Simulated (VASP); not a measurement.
# Al4CoNi3 (P4/mmm) in VASP: relaxation of cell and atoms with PBE

Aim: the relaxation of cell and atoms of Al4CoNi3 with PBE.

Everything below comes from runs of VASP 6.6.1. Logs are shortened: lines on timing, memory, paths and dates and some standing lists are left out, and cuts for length are marked.

## 1. The cell of the first run

The structure is tetragonal, space group P4/mmm (No. 123). The conventional cell has a = 5.908 Å, b = 5.908 Å, c = 2.954 Å, α = 90.00°, β = 90.00°, γ = 90.00°. Within 3.4 Å of Al (site symmetry m2m) lie 2 Co at 2.56 Å and 6 Ni at 2.56 Å and 6 Al at 2.95 Å. Within 3.4 Å of Co (site symmetry 4/mmm) lie 8 Al at 2.56 Å and 4 Ni at 2.95 Å and 2 Co at 2.95 Å. Ni (site symmetry mmm) has 8 Al at 2.56 Å and 2 Co at 2.95 Å and 4 Ni at 2.95 Å within 3.4 Å. Ni (site symmetry 4/mmm) has 8 Al at 2.56 Å and 6 Ni at 2.95 Å within 3.4 Å.

## 2. Relaxation of cell and atoms, PBE, collinear spin, ferrimagnetic start

File INCAR:

```
PREC = Accurate
ENCUT = 600
EDIFF = 1E-6
ISMEAR = 0
SIGMA = 0.1
LREAL = False
LASPH = True
NELM = 150
ALGO = Normal
ISIF = 3
LWAVE = False
LCHARG = False
ISPIN = 2
MAGMOM = 0 0 0 0 -3 2 2 2
LORBIT = 11
LMAXMIX = 4
GGA = PE
IBRION = 2
NSW = 90
EDIFFG = -0.04
```

File KPOINTS:

```
regular mesh
0
Gamma
  4 4 6
```

File POSCAR:

```
Al4CoNi3
1.0
    5.9076202700      0.0000000000      0.0000000000
    0.0000000000      5.9076202700      0.0000000000
    0.0000000000      0.0000000000      2.9538101400
Al Co Ni
4 1 3
Direct
    0.2500000000      0.2500000000      0.5000000000
    0.2500000000      0.7500000000      0.5000000000
    0.7500000000      0.2500000000      0.5000000000
    0.7500000000      0.7500000000      0.5000000000
    0.0000000000      0.0000000000      0.0000000000
    0.0000000000      0.5000000000      0.0000000000
    0.5000000000      0.0000000000      0.0000000000
    0.5000000000      0.5000000000      0.0000000000
```

Potentials or basis: VASP PAW PBE potentials, release 64 (Al, Co, Ni).

Run with:

```console
cat potpaw_PBE.64/Al/POTCAR potpaw_PBE.64/Co/POTCAR potpaw_PBE.64/Ni/POTCAR > POTCAR
mpirun -np 1 vasp_std > vasp.out
```

OUTCAR:

```text
PREC = Accurate
   ENCUT = 600
   EDIFF = 1E-6
   ISMEAR = 0
   LREAL = False
   LASPH = True
   NELM = 150
   ISIF = 3
   ISPIN = 2
   LORBIT = 11
   GGA = PE
   IBRION = 2
   NSW = 90
   EDIFFG = -0.04

 ion  position               nearest neighbor table
   1  0.250  0.250  0.500-   5 2.56   6 2.56   7 2.56   8 2.56   5 2.56   6 2.56   7 2.56   8 2.56
                             2 2.95   3 2.95   2 2.95   3 2.95
   2  0.250  0.750  0.500-   5 2.56   6 2.56   7 2.56   8 2.56   5 2.56   6 2.56   7 2.56   8 2.56
                             1 2.95   4 2.95   1 2.95   4 2.95
   3  0.750  0.250  0.500-   5 2.56   6 2.56   7 2.56   8 2.56   5 2.56   6 2.56   7 2.56   8 2.56
                             1 2.95   4 2.95   4 2.95   1 2.95
   4  0.750  0.750  0.500-   5 2.56   6 2.56   7 2.56   8 2.56   5 2.56   6 2.56   7 2.56   8 2.56
                             2 2.95   3 2.95   3 2.95   2 2.95
   5  0.000  0.000  0.000-   1 2.56   2 2.56   3 2.56   4 2.56   1 2.56   2 2.56   3 2.56   4 2.56
                             6 2.95   7 2.95   6 2.95   7 2.95
   6  0.000  0.500  0.000-   1 2.56   2 2.56   3 2.56   4 2.56   1 2.56   2 2.56   3 2.56   4 2.56
                             5 2.95   8 2.95   5 2.95   8 2.95
   7  0.500  0.000  0.000-   1 2.56   2 2.56   3 2.56   4 2.56   1 2.56   2 2.56   3 2.56   4 2.56
                             5 2.95   8 2.95   8 2.95   5 2.95
   8  0.500  0.500  0.000-   1 2.56   2 2.56   3 2.56   4 2.56   1 2.56   2 2.56   3 2.56   4 2.56
                             6 2.95   7 2.95   7 2.95   6 2.95

  LATTYP: Found a simple tetragonal cell.
 ALAT       =     5.9076202700
 C/A-ratio  =     0.5000000008

  Lattice vectors:

 A1 = (   5.9076202700,   0.0000000000,   0.0000000000)
 A2 = (   0.0000000000,   5.9076202700,   0.0000000000)
 A3 = (   0.0000000000,   0.0000000000,   2.9538101400)

Analysis of symmetry for initial positions (statically):
=====================================================================
 Subroutine PRICEL returns:
 Original cell was already a primitive cell.

 Routine SETGRP: Setting up the symmetry group for a
 simple tetragonal supercell.

 Subroutine GETGRP returns: Found 16 space group operations
 (whereof 16 operations were pure point group operations)
 out of a pool of 16 trial point group operations.

The static configuration has the point symmetry D_4h.

Analysis of symmetry for dynamics (positions and initial velocities):
=====================================================================
 Subroutine PRICEL returns:
 Original cell was already a primitive cell.

 Routine SETGRP: Setting up the symmetry group for a
 simple tetragonal supercell.

 Subroutine GETGRP returns: Found 16 space group operations
 (whereof 16 operations were pure point group operations)
 out of a pool of 16 trial point group operations.

The dynamic configuration has the point symmetry D_4h.

Analysis of structural, dynamic, and magnetic symmetry:
=====================================================================
 Subroutine PRICEL returns:
 Original cell was already a primitive cell.

 Routine SETGRP: Setting up the symmetry group for a
 simple tetragonal supercell.

 Subroutine GETGRP returns: Found 16 space group operations
 (whereof 16 operations were pure point group operations)
 out of a pool of 16 trial point group operations.

The overall configuration has the point symmetry D_4h.

 Subroutine INISYM returns: Found 16 space group operations
 (whereof 16 operations are pure point group operations),
 and found     1 'primitive' translations

----------------------------------------------------------------------------------------

                                     Primitive cell

  volume of cell :     103.0879

  direct lattice vectors                    reciprocal lattice vectors
     5.907620270  0.000000000  0.000000000     0.169272897  0.000000000  0.000000000
     0.000000000  5.907620270  0.000000000     0.000000000  0.169272897  0.000000000
     0.000000000  0.000000000  2.953810140     0.000000000  0.000000000  0.338545794

  length of vectors
     5.907620270  5.907620270  2.953810140     0.169272897  0.169272897  0.338545794

  position of ions in fractional coordinates (direct lattice)
     0.250000000  0.250000000  0.500000000
     0.250000000  0.750000000  0.500000000
     0.750000000  0.250000000  0.500000000
     0.750000000  0.750000000  0.500000000
     0.000000000  0.000000000  0.000000000
     0.000000000  0.500000000  0.000000000
     0.500000000  0.000000000  0.000000000
     0.500000000  0.500000000  0.000000000

  ion indices of the primitive-cell ions
   primitive index   ion index
                 1           1
                 2           2
                 3           3
                 4           4
                 5           5
                 6           6
                 7           7
                 8           8

----------------------------------------------------------------------------------------

 KPOINTS: regular mesh

Automatic generation of k-mesh.
 Grid dimensions read from file:
 generate k-points for:    4    4    6

 Generating k-lattice:

  Cartesian coordinates                     Fractional coordinates (reciprocal lattice)
     0.042318224  0.000000000  0.000000000     0.250000000  0.000000000  0.000000000
     0.000000000  0.042318224  0.000000000     0.000000000  0.250000000  0.000000000
     0.000000000  0.000000000  0.056424299     0.000000000  0.000000000  0.166666667

  Length of vectors
     0.042318224  0.042318224  0.056424299

  Shift w.r.t. Gamma in fractional coordinates (k-lattice)
     0.000000000  0.000000000  0.000000000

 Subroutine IBZKPT returns following result:
 ===========================================

 Found     24 irreducible k-points:

 Following reciprocal coordinates:
            Coordinates               Weight
  0.000000  0.000000  0.000000      1.000000
  0.250000  0.000000  0.000000      4.000000
  0.500000  0.000000  0.000000      2.000000
  0.250000  0.250000  0.000000      4.000000
  0.500000  0.250000  0.000000      4.000000
  0.500000  0.500000  0.000000      1.000000
[... 16 lines left out ...]
  0.500000  0.250000  0.500000      4.000000
  0.500000  0.500000  0.500000      1.000000
   k-points           NKPTS =     24   k-points in BZ     NKDIM =     24   number of bands    NBANDS=     32
   number of dos      NEDOS =    301   number of ions     NIONS =      8
   total plane-waves  NPLWV =  55296
   dimension x,y,z NGX =    48 NGY =   48 NGZ =   24
   dimension x,y,z NGXF=    96 NGYF=   96 NGZF=   48
   ions per type =               4   1   3
   NGX,Y,Z   is equivalent  to a cutoff of  13.51, 13.51, 13.51 a.u.
   NGXF,Y,Z  is equivalent  to a cutoff of  27.02, 27.02, 27.02 a.u.
 SYSTEM =  unknown system
   PREC   = accura    normal or accurate (medium, high low for compatibility)
   ISTART =      0    job   : 0-new  1-cont  2-samecut
   ICHARG =      2    charge: 1-file 2-atom 10-const
   ISPIN  =      2    spin polarized calculation?
   LNONCOLLINEAR =      F non collinear calculations
   LSORBIT =      F    spin-orbit coupling
   LASPH  =      T    aspherical Exc in radial PAW
   ENCUT  =  600.0 eV  44.10 Ry    6.64 a.u.  11.80 11.80  5.90*2*pi/ulx,y,z
   NELM   =    150;   NELMIN=  2; NELMDL= -5     # of ELM steps
   EDIFF  = 0.1E-05   stopping-criterion for ELM
   LREAL  =      F    real-space projection
   EDIFFG = -.4E-01   stopping-criterion for IOM
   NSW    =     90    number of steps for IOM
   IBRION =      2    ionic relax: 0-MD 1-quasi-New 2-CG
   NFREE  =      1    steps in history (QN), initial steepest desc. (CG)
   ISIF   =      3    stress and relaxation
   ISYM   =      2    0-nonsym 1-usesym 2-fastsym
   POTIM  = 0.5000    time-step for ionic-motion
   TEBEG  =    0.0;   TEEND  =   0.0 temperature during run
   PSTRESS=    0.0 pullay stress
   NELECT =      51.0000    total number of electrons
   NUPDOWN=      -1.0000    fix difference up-down
   EMIN   =  10.00;   EMAX   =-10.00  energy-range for DOS
   EFERMI =   0.00;   METHOD = LEGACY
   ISMEAR =     0;   SIGMA  =   0.10  broadening in eV -4-tet -1-fermi 0-gaus
   EFERMI_NEDOS =   21; number of points for ismear=-14 and -15
   IALGO  =     38    algorithm
   IMIX   =      4    mixing-type and parameters
     AMIX     =   0.40;   BMIX     =  1.00
     AMIX_MAG =   1.60;   BMIX_MAG =  1.00
  volume/ion in A,a.u.               =      12.89        86.96
  Fermi-wavevector in a.u.,A,eV,Ry     =   1.294779  2.446778 22.809523  1.676453
  Thomas-Fermi vector in A             =   2.426340
   LORBIT       =     11    0 simple, 1 ext, 2 COOP (PROOUT), +10 PAW based schemes
   GGA     = PE    functional components
   LHFCALC =     F    Hartree Fock is set to
   AEXX    =    0.0000 exact exchange contribution
   IVDW    =     0    specifies the selected vdW correction
   LEPSILON=     F    determine dielectric tensor
   LRPA    =     F    only Hartree local field effects (RPA)
 conjugate gradient relaxation of ions
 spin polarized calculation
 Gauss-broadening in eV      SIGMA  =   0.10
  energy-cutoff  :      600.00
  volume of cell :      103.09
 maximum number of plane-waves:      3508
 NGX is ok and might be reduce to    48
   NGX = 23   NGY = 23   NGZ = 11

--------------------------------------- Ionic step        1  -------------------------------------------

 number of electron      50.9999975 magnetization       0.0993286

 number of electron      50.9999973 magnetization      -0.9470490

 Free energy of the ion-electron system (eV)
  ---------------------------------------------------
  ext. energy  EPLUGINS =         0.00000000
  ---------------------------------------------------
  free energy    TOTEN  =       -43.27510578 eV

  energy without entropy =      -43.25257449  energy(sigma->0) =      -43.26384014

 E-fermi :   9.1275     XC(G=0): -11.7092

 val. band max:        9.1262027065   @ k =   0.5000   0.0000   0.5000
 cond. band min:       9.1282002778   @ k =   0.0000   0.0000   0.3333
 fundamental gap:      0.0019975713
 Fermi energy:         9.1275406802

 spin component 1

 k-point     1 :       0.0000    0.0000    0.0000
  band No.  band energies     occupation
      1      -1.4403      1.00000
      2       2.5145      1.00000
      3       2.5145      1.00000
      4       2.7661      1.00000
      5       2.8711      1.00000
      6       4.1833      1.00000
[... 1923 lines left out ...]
--------------------------------------- Ionic step        7  -------------------------------------------

 number of electron      51.0000034 magnetization      -0.6806804

 Free energy of the ion-electron system (eV)
  ---------------------------------------------------
  ext. energy  EPLUGINS =         0.00000000
  ---------------------------------------------------
  free energy    TOTEN  =       -43.50897459 eV

  energy without entropy =      -43.48744277  energy(sigma->0) =      -43.49820868

 E-fermi :  10.0323     XC(G=0): -12.0427

 val. band max:       10.0047031451   @ k =   0.5000   0.0000   0.1667
 cond. band min:      10.0415254036   @ k =   0.2500   0.2500   0.5000
 fundamental gap:      0.0368222585
 Fermi energy:        10.0323467748

 spin component 1

 k-point     1 :       0.0000    0.0000    0.0000
  band No.  band energies     occupation
      1      -1.0361      1.00000
      2       3.0797      1.00000
      3       3.0797      1.00000
      4       3.2465      1.00000
      5       3.3770      1.00000
      6       4.7026      1.00000
[... 1707 lines left out ...]
  FREE ENERGIE OF THE ION-ELECTRON SYSTEM (eV)
  ---------------------------------------------------
  free  energy   TOTEN  =       -43.5089745925 eV

  energy  without entropy=      -43.4874427653  energy(sigma->0) =      -43.49820868

 reached required accuracy - stopping structural energy minimisation

 total charge

# of ion       s       p       d       tot
------------------------------------------
    1        0.385   0.413   0.000   0.798
    2        0.385   0.413   0.000   0.798
    3        0.385   0.413   0.000   0.798
    4        0.385   0.413   0.000   0.798
    5        0.435   0.487   7.494   8.416
    6        0.473   0.513   8.465   9.452
    7        0.473   0.513   8.465   9.452
    8        0.468   0.499   8.463   9.430
--------------------------------------------------
tot          3.392   3.664  32.888  39.943

 magnetization (x)

# of ion       s       p       d       tot
------------------------------------------
    1        0.001  -0.000   0.000   0.000
    2        0.001  -0.000   0.000   0.000
    3        0.001  -0.000   0.000   0.000
    4        0.001  -0.000   0.000   0.000
    5       -0.006   0.001  -0.550  -0.555
    6       -0.004  -0.000  -0.057  -0.061
    7       -0.004  -0.000  -0.057  -0.061
    8       -0.002  -0.003  -0.024  -0.029
--------------------------------------------------
tot         -0.013  -0.004  -0.688  -0.704
```

Wall time 30 min (1 thread of Oxide Virtual Turin-like, shared host); peak memory 0.34 GiB.

What came out:

| Property | Result |
| --- | --- |
| Free energy | -43.5090 eV |
| Relaxed volume | 12.01 Å³/atom |
| Relaxed cell | a = 5.808 Å, b = 5.808 Å, c = 2.848 Å, α = 90.00°, β = 90.00°, γ = 90.00° |
| Space group after relaxing (to 0.1 Å) | P4/mmm (No. 123) |
| Energy gained by relaxing | 29.2 meV/atom |
| Ionic steps | 7 |
| Pressure after relaxing | 0.1 GPa |
| Largest force after relaxing | 0.036 eV/Å |
| Net moment | -0.68 μB per cell |
| Site moments | Al +0.00; Co -0.56; Ni -0.06, -0.03 (each value once) μB |
| Valence electrons inside the program's atomic spheres | Al 0.80; Co 8.42; Ni 9.45, 9.43 (each value once) |

Forces on the atoms (eV/Å):
```
Al   0.026  0.026  0.000
Al   0.026 -0.026  0.000
Al  -0.026  0.026  0.000
Al  -0.026 -0.026  0.000
Co   0.000  0.000  0.000
Ni   0.000  0.000  0.000
Ni   0.000  0.000  0.000
Ni   0.000  0.000  0.000
```

Step by step:
```
step  energy change (eV)  largest force (eV/Å)  pressure (GPa)  volume (Å³)
   1              0.0000                0.1717           -9.57       103.09
   2             -0.1314                0.0711            7.80        92.02
   3             -0.2254                0.1164            0.07        96.11
   4             -0.2295                0.0511            0.04        96.11
   5             -0.2325                0.0794            0.03        96.10
   6             -0.2325                0.0639           -0.04        96.10
   7             -0.2339                0.0363            0.06        96.05
```

Final structure:
```
CELL_PARAMETERS angstrom
5.80752 0.00000 0.00000
0.00000 5.80752 0.00000
0.00000 0.00000 2.84793
ATOMIC_POSITIONS crystal
Al 0.24781 0.24781 0.50000
Al 0.24781 0.75219 0.50000
Al 0.75219 0.24781 0.50000
Al 0.75219 0.75219 0.50000
Co 0.00000 0.00000 0.00000
Ni 0.00000 0.50000 0.00000
Ni 0.50000 0.00000 0.00000
Ni 0.50000 0.50000 0.00000
```
